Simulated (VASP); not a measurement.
# WC (Qusongite) (P-6m2) in VASP: further runs

The runs below take WC (Qusongite) through single point, with r2SCAN.

All numbers are computed with VASP 6.6.1; they aren't measurements. Logs are shortened: lines on timing, memory, paths and dates and some standing lists are left out, and cuts for length are marked.

**1. The cell of the first run**

Symmetry: P-6m2, No. 187, hexagonal system. The conventional cell has a = 2.931 Å, b = 2.931 Å, c = 2.860 Å, α = 90.00°, β = 90.00°, γ = 120.00°. Within 2.9 Å of W (site symmetry -6m2) lie 6 C at 2.22 Å and 2 W at 2.86 Å. Within 2.9 Å of C (site symmetry -6m2) lie 6 W at 2.22 Å and 2 C at 2.86 Å.

**2. Single point, r2SCAN**

The input, POSCAR:

```
WC
1.0
    2.9305217505      0.0000000000      0.0000000000
   -1.4652608753      2.5379064475      0.0000000000
    0.0000000000      0.0000000000      2.8600440384
W C
1 1
Direct
    0.0000000000      0.0000000000      0.0000000000
    0.6666666667      0.3333333333      0.5000000000
```

The input, INCAR.step1:

```
SYSTEM = WC
ALGO     = Normal         ! electronic algorithm
EDIFF    = 1E-4           ! SCF threshold, eV
ENCUT    = 520            ! plane-wave cutoff, eV
GGA      = PE             ! functional
ISMEAR   = -1             ! smearing method
LASPH    = .TRUE.         ! aspherical terms in the spheres
LCHARG   = .FALSE.        ! write CHGCAR
LREAL    = .FALSE.        ! projectors in reciprocal space
LWAVE    = .TRUE.         ! write WAVECAR
NBANDS   = 16             ! bands
NELM     = 80             ! most SCF steps
PREC     = Accurate       ! precision mode
SIGMA    = 0.05           ! smearing width, eV
```

The input, INCAR.step2:

```
SYSTEM = WC
ALGO     = Normal         ! electronic algorithm
EDIFF    = 1E-6           ! SCF threshold, eV
ENCUT    = 520            ! plane-wave cutoff, eV
ISIF     = 2              ! what is computed and relaxed
ISMEAR   = -1             ! smearing method
ISTART   = 1            
LASPH    = .TRUE.         ! aspherical terms in the spheres
LCHARG   = .TRUE.         ! write CHGCAR
LELF     = .TRUE.         ! ELF
LMIXTAU  = .TRUE.       
LREAL    = .FALSE.        ! projectors in reciprocal space
LVHAR    = .TRUE.       
LWAVE    = .FALSE.        ! write WAVECAR
METAGGA  = R2SCAN         ! meta-GGA
NBANDS   = 16             ! bands
NELM     = 80             ! most SCF steps
PREC     = Accurate       ! precision mode
SIGMA    = 0.05           ! smearing width, eV
```

The input, KPOINTS:

```
k-points
0
G
  11 11 10
  0 0 0
```

Potentials or basis: VASP PAW PBE potentials, release 64 (W_sv, C).

Run with:

```console
$ cat potpaw_PBE.64/W_sv/POTCAR potpaw_PBE.64/C/POTCAR > POTCAR
$ cp INCAR.step1 INCAR
$ mpirun -np 1 vasp_std > vasp.out
$ cp INCAR.step2 INCAR
$ mpirun -np 1 vasp_std > vasp.out
```

OUTCAR:

```text
SYSTEM = WC
   EDIFF = 1E-6
   ENCUT = 520
   ISIF = 2
   ISMEAR = -1
   ISTART = 1
   LASPH = .TRUE.
   LREAL = .FALSE.
   METAGGA = R2SCAN
   NELM = 80
   PREC = Accurate

 ion  position               nearest neighbor table
   1  0.000  0.000  0.000-   2 2.22   2 2.22   2 2.22   2 2.22   2 2.22   2 2.22
   2  0.667  0.333  0.500-   1 2.22   1 2.22   1 2.22   1 2.22   1 2.22   1 2.22

  LATTYP: Found a hexagonal cell.
 ALAT       =     2.9305217505
 C/A-ratio  =     0.9759504559

  Lattice vectors:

 A1 = (   2.9305217505,   0.0000000000,   0.0000000000)
 A2 = (  -1.4652608753,   2.5379064475,   0.0000000000)
 A3 = (   0.0000000000,   0.0000000000,   2.8600440384)

Analysis of symmetry for initial positions (statically):
=====================================================================
 Subroutine PRICEL returns:
 Original cell was already a primitive cell.

 Routine SETGRP: Setting up the symmetry group for a
 hexagonal supercell.

 Subroutine GETGRP returns: Found 12 space group operations
 (whereof 12 operations were pure point group operations)
 out of a pool of 24 trial point group operations.

The static configuration has the point symmetry D_3h.

Analysis of symmetry for dynamics (positions and initial velocities):
=====================================================================
 Subroutine PRICEL returns:
 Original cell was already a primitive cell.

 Routine SETGRP: Setting up the symmetry group for a
 hexagonal supercell.

 Subroutine GETGRP returns: Found 12 space group operations
 (whereof 12 operations were pure point group operations)
 out of a pool of 24 trial point group operations.

The dynamic configuration has the point symmetry D_3h.

 Subroutine INISYM returns: Found 12 space group operations
 (whereof 12 operations are pure point group operations),
 and found     1 'primitive' translations

----------------------------------------------------------------------------------------

                                     Primitive cell

  volume of cell :      21.2713

  direct lattice vectors                    reciprocal lattice vectors
     2.930521751  0.000000000  0.000000000     0.341236164  0.197012778  0.000000000
    -1.465260875  2.537906448  0.000000000     0.000000000  0.394025556  0.000000000
     0.000000000  0.000000000  2.860044038     0.000000000  0.000000000  0.349644966

  length of vectors
     2.930521751  2.930521894  2.860044038     0.394025576  0.394025556  0.349644966

  position of ions in fractional coordinates (direct lattice)
     0.000000000  0.000000000  0.000000000
     0.666666667  0.333333333  0.500000000

  ion indices of the primitive-cell ions
   primitive index   ion index
                 1           1
                 2           2

----------------------------------------------------------------------------------------

 KPOINTS: k-points

Automatic generation of k-mesh.
 Grid dimensions read from file:
 generate k-points for:   11   11   10

 Generating k-lattice:

  Cartesian coordinates                     Fractional coordinates (reciprocal lattice)
     0.031021469  0.017910253  0.000000000     0.090909091 -0.000000000  0.000000000
     0.000000000  0.035820505  0.000000000     0.000000000  0.090909091  0.000000000
     0.000000000  0.000000000  0.034964497     0.000000000  0.000000000  0.100000000

  Length of vectors
     0.035820507  0.035820505  0.034964497

  Shift w.r.t. Gamma in fractional coordinates (k-lattice)
     0.000000000  0.000000000  0.000000000

 Subroutine IBZKPT returns following result:
 ===========================================

 Found     96 irreducible k-points:

 Following reciprocal coordinates:
            Coordinates               Weight
  0.000000  0.000000  0.000000      1.000000
  0.090909  0.000000  0.000000      6.000000
  0.181818  0.000000  0.000000      6.000000
  0.272727  0.000000  0.000000      6.000000
  0.363636  0.000000  0.000000      6.000000
  0.454545  0.000000  0.000000      6.000000
[... 16 lines left out ...]
  0.090909  0.090909  0.100000     12.000000
  0.181818  0.090909  0.100000     24.000000
 [... further k-points ...]
   k-points           NKPTS =     96   k-points in BZ     NKDIM =     96   number of bands    NBANDS=     16
   number of dos      NEDOS =    301   number of ions     NIONS =      2
   total plane-waves  NPLWV =  13824
   dimension x,y,z NGX =    24 NGY =   24 NGZ =   24
   dimension x,y,z NGXF=    48 NGYF=   48 NGZF=   48
   ions per type =               1   1
   NGX,Y,Z   is equivalent  to a cutoff of  13.61, 13.61, 13.95 a.u.
   NGXF,Y,Z  is equivalent  to a cutoff of  27.23, 27.23, 27.90 a.u.
 SYSTEM =  WC
   PREC   = accura    normal or accurate (medium, high low for compatibility)
   ISTART =      1    job   : 0-new  1-cont  2-samecut
   ICHARG =      0    charge: 1-file 2-atom 10-const
   ISPIN  =      1    spin polarized calculation?
   LNONCOLLINEAR =      F non collinear calculations
   LSORBIT =      F    spin-orbit coupling
   LASPH  =      T    aspherical Exc in radial PAW
   ENCUT  =  520.0 eV  38.22 Ry    6.18 a.u.   5.45  5.45  5.32*2*pi/ulx,y,z
   NELM   =     80;   NELMIN=  2; NELMDL=  0     # of ELM steps
   EDIFF  = 0.1E-05   stopping-criterion for ELM
   LREAL  =      F    real-space projection
   EDIFFG = 0.1E-04   stopping-criterion for IOM
   NSW    =      0    number of steps for IOM
   IBRION =     -1    ionic relax: 0-MD 1-quasi-New 2-CG
   NFREE  =      0    steps in history (QN), initial steepest desc. (CG)
   ISIF   =      2    stress and relaxation
   ISYM   =      2    0-nonsym 1-usesym 2-fastsym
   POTIM  = 0.5000    time-step for ionic-motion
   TEBEG  =    0.0;   TEEND  =   0.0 temperature during run
   PSTRESS=    0.0 pullay stress
   NELECT =      18.0000    total number of electrons
   NUPDOWN=      -1.0000    fix difference up-down
   EMIN   =  10.00;   EMAX   =-10.00  energy-range for DOS
   EFERMI =   0.00;   METHOD = LEGACY
   ISMEAR =    -1;   SIGMA  =   0.05  broadening in eV -4-tet -1-fermi 0-gaus
   EFERMI_NEDOS =   21; number of points for ismear=-14 and -15
   IALGO  =     38    algorithm
   IMIX   =      4    mixing-type and parameters
     AMIX     =   0.40;   BMIX     =  1.00
     AMIX_MAG =   1.60;   BMIX_MAG =  1.00
  volume/ion in A,a.u.               =      10.64        71.77
  Fermi-wavevector in a.u.,A,eV,Ry     =   1.548464  2.926174 32.623263  2.397742
  Thomas-Fermi vector in A             =   2.653411
   LORBIT       =      0    0 simple, 1 ext, 2 COOP (PROOUT), +10 PAW based schemes
   METAGGA = R2SCAN    functional components
   LHFCALC =     F    Hartree Fock is set to
   AEXX    =    0.0000 exact exchange contribution
   IVDW    =     0    specifies the selected vdW correction
   LEPSILON=     F    determine dielectric tensor
   LRPA    =     F    only Hartree local field effects (RPA)
 non-spin polarized calculation
  energy-cutoff  :      520.00
  volume of cell :       21.27
 maximum number of plane-waves:       599
 NGX is ok and might be reduce to    24
   NGX = 11   NGY = 11   NGZ = 11

 number of electron      18.0000000 magnetization

 Free energy of the ion-electron system (eV)
  ---------------------------------------------------
  ext. energy  EPLUGINS =         0.00000000
  ---------------------------------------------------
  free energy    TOTEN  =       -61.60913989 eV

  energy without entropy =      -61.60777291  energy(sigma->0) =      -61.60845640

 E-fermi :  10.6182     XC(G=0): -14.8135

 val. band max:       10.5962156452   @ k =   0.4545   0.0000   0.5000
 cond. band min:      10.6840509707   @ k =   0.2727   0.2727   0.0000
 fundamental gap:      0.0878353256
 Fermi energy:        10.6181819613

 k-point     1 :       0.0000    0.0000    0.0000
  band No.  band energies     occupation
      1     -65.3896      2.00000
      2     -28.6984      2.00000
      3     -28.5971      2.00000
      4     -28.5971      2.00000
      5      -4.4342      2.00000
      6       6.2646      2.00000
[... 8 lines left out ...]
     15      25.6285      0.00000
     16      27.9734      0.00000

 k-point     2 :       0.0909    0.0000    0.0000
  band No.  band energies     occupation
      1     -65.3850      2.00000
      2     -28.6899      2.00000
      3     -28.6631      2.00000
      4     -28.6121      2.00000
      5      -4.2190      2.00000
      6       6.3149      2.00000
[... 8 lines left out ...]
     15      25.2320      0.00000
     16      28.4404      0.00000

 k-point     3 :       0.1818    0.0000    0.0000
  band No.  band energies     occupation
      1     -65.3726      2.00000
      2     -28.8372      2.00000
      3     -28.6671      2.00000
      4     -28.6519      2.00000
      5      -3.6176      2.00000
      6       5.7260      2.00000
[... 8 lines left out ...]
     15      24.9871      0.00000
     16      29.7018      0.00000

 k-point     4 :       0.2727    0.0000    0.0000
  band No.  band energies     occupation
      1     -65.3563      2.00000
      2     -29.0589      2.00000
      3     -28.7036      2.00000
      4     -28.6371      2.00000
      5      -2.7558      2.00000
      6       4.7690      2.00000
[... 8 lines left out ...]
     15      25.6345      0.00000
     16      29.0531      0.00000
[... 324 lines left out ...]
 k-point    22 :       0.4545    0.0000    0.1000
  band No.  band energies     occupation
      1     -65.3287      2.00000
      2     -29.3615      2.00000
      3     -28.7712      2.00000
      4     -28.6587      2.00000
      5      -1.1341      2.00000
      6       3.4435      2.00000
[... 8 lines left out ...]
     15      24.1661      0.00000
     16      29.1127      0.00000

 k-point    23 :       0.0909    0.0909    0.1000
  band No.  band energies     occupation
      1     -65.3726      2.00000
      2     -28.7744      2.00000
      3     -28.7424      2.00000
      4     -28.6371      2.00000
      5      -3.5905      2.00000
      6       6.0967      2.00000
[... 8 lines left out ...]
     15      24.9176      0.00000
     16      28.8564      0.00000

 k-point    24 :       0.1818    0.0909    0.1000
  band No.  band energies     occupation
      1     -65.3583      2.00000
      2     -28.9589      2.00000
      3     -28.7166      2.00000
      4     -28.6926      2.00000
      5      -2.8885      2.00000
      6       5.2784      2.00000
[... 8 lines left out ...]
     15      24.8969      0.00000
     16      29.0359      0.00000

 [... further k-points ...]
[... 5 lines left out ...]
  --------------------------------------------------------------------------------------
  -------------------------------------------------------------------------------------
  Total       -0.7409150     -0.7409151     -1.0929773      0.0000000     -0.0000000      0.0000000
  in kB      -55.8066168    -55.8066241    -82.3243724      0.0000000     -0.0000000      0.0000000
  external PRESSURE =     -64.6458711 kB  Pullay stress =       0.0000000 kB

 VOLUME and BASIS-vectors are now :
 -----------------------------------------------------------------------------
  energy-cutoff  :      520.00
  volume of cell :       21.27
      direct lattice vectors                 reciprocal lattice vectors
     2.930521751  0.000000000  0.000000000     0.341236164  0.197012778  0.000000000
    -1.465260875  2.537906448  0.000000000     0.000000000  0.394025556  0.000000000
     0.000000000  0.000000000  2.860044038     0.000000000  0.000000000  0.349644966

 POSITION                                       TOTAL-FORCE (eV/Angst)
 -----------------------------------------------------------------------------------
      0.00000      0.00000      0.00000        -0.000000      0.000000      0.000000
      1.46526      0.84597      1.43002         0.000000     -0.000000      0.000000
 -----------------------------------------------------------------------------------
    total drift:                               -0.000000      0.000001      0.000000

  FREE ENERGIE OF THE ION-ELECTRON SYSTEM (eV)
  ---------------------------------------------------
  free  energy   TOTEN  =       -61.6091398901 eV

  energy  without entropy=      -61.6077729115  energy(sigma->0) =      -61.60845640
```

Wall time 2.1 min (1 thread of AMD EPYC 7R43 (Zen 3), shared host); peak memory 0.13 GiB.

What came out:

```
Free energy            : -61.6091 eV
Pressure               : -6.5 GPa
Band gap on the k mesh : zero (band 9 reaches 11.28 eV, above the bottom of band 10 at 10.07 eV)
```

Levels at points of the mesh, in eV from the Fermi level:
```csv
k point,band 5,band 6,band 7,band 8,band 9,band 10,band 11,band 12,band 13,band 14
"(0.00, 0.00, 0.00)",-15.05,-4.35,-3.38,-3.38,0.09,3.29,3.29,5.81,5.81,6.62
"(0.00, 0.00, 0.50)",-11.09,-8.86,-2.03,-2.03,-0.55,-0.55,3.71,4.77,4.77,10.40
```

Caveat: the PAW data sets were made with another functional, which shifts forces and pressure a little; spin-orbit coupling is left out, which moves the levels of the heavy elements.

**3. Single point, r2SCAN**

This run uses another cell than the first one, of 10.90 Å³/atom, 1.024 times its volume.

The input, POSCAR:

```
WC
1.0
    2.9541560111      0.0000000000      0.0000000000
   -1.4770780055      2.5583743189      0.0000000000
    0.0000000000      0.0000000000      2.8831099057
W C
1 1
Direct
    0.0000000000      0.0000000000      0.0000000000
    0.6666666667      0.3333333333      0.5000000000
```

The input, INCAR.step1:

```
ALGO = Normal ; EDIFF = 1E-4
ENCUT = 520 ; GGA = PE
ISMEAR = -1 ; LASPH = True
LCHARG = False ; LREAL = False
LWAVE = True ; NBANDS = 16
NELM = 80 ; PREC = Accurate
SIGMA = 0.05
```

The input, INCAR.step2:

```
ALGO = Normal ; EDIFF = 1E-6
ENCUT = 520 ; ISIF = 2
ISMEAR = -1 ; ISTART = 1
LASPH = True ; LCHARG = False
LMIXTAU = True ; LREAL = False
LWAVE = False ; METAGGA = R2SCAN
NBANDS = 16 ; NELM = 80
PREC = Accurate ; SIGMA = 0.05
```

The input, KPOINTS:

```
k-points
0
Gamma
  11 11 10
```

Potentials or basis: VASP PAW PBE potentials, release 64 (W_sv, C).

Run with:

```console
$ cat potpaw_PBE.64/W_sv/POTCAR potpaw_PBE.64/C/POTCAR > POTCAR
$ cp INCAR.step1 INCAR
$ mpirun -np 1 vasp_std > vasp.out
$ cp INCAR.step2 INCAR
$ mpirun -np 1 vasp_std > vasp.out
```

Wall time 2 min (1 thread of AMD EPYC 7R43 (Zen 3), shared host); peak memory 0.14 GiB.

The run converged. Its results:

```yaml
Free_energy: -61.5743 eV
Pressure: -15.1 GPa
Band_gap_on_the_k_mesh: zero (band 9 reaches 10.94 eV, above the bottom of band 10 at 9.76 eV)
```

Stress tensor (GPa, compression positive):
```
-13.79   0.00   0.00
  0.00 -13.79   0.00
  0.00   0.00 -17.75
```

Levels at points of the mesh, in eV from the Fermi level:
```
           k point  band 6  band 7  band 8  band 9  band 10  band 11  band 12  band 13
(0.00, 0.00, 0.00)   -4.21   -3.27   -3.27    0.10     3.19     3.19     5.69     5.69
(0.00, 0.00, 0.50)   -8.69   -1.96   -1.96   -0.51    -0.51     3.61     4.71     4.71
```

Caveat: the PAW data sets were made with another functional, which shifts forces and pressure a little; spin-orbit coupling is left out, which moves the levels of the heavy elements.

(Part 1 of 2 ends here.)
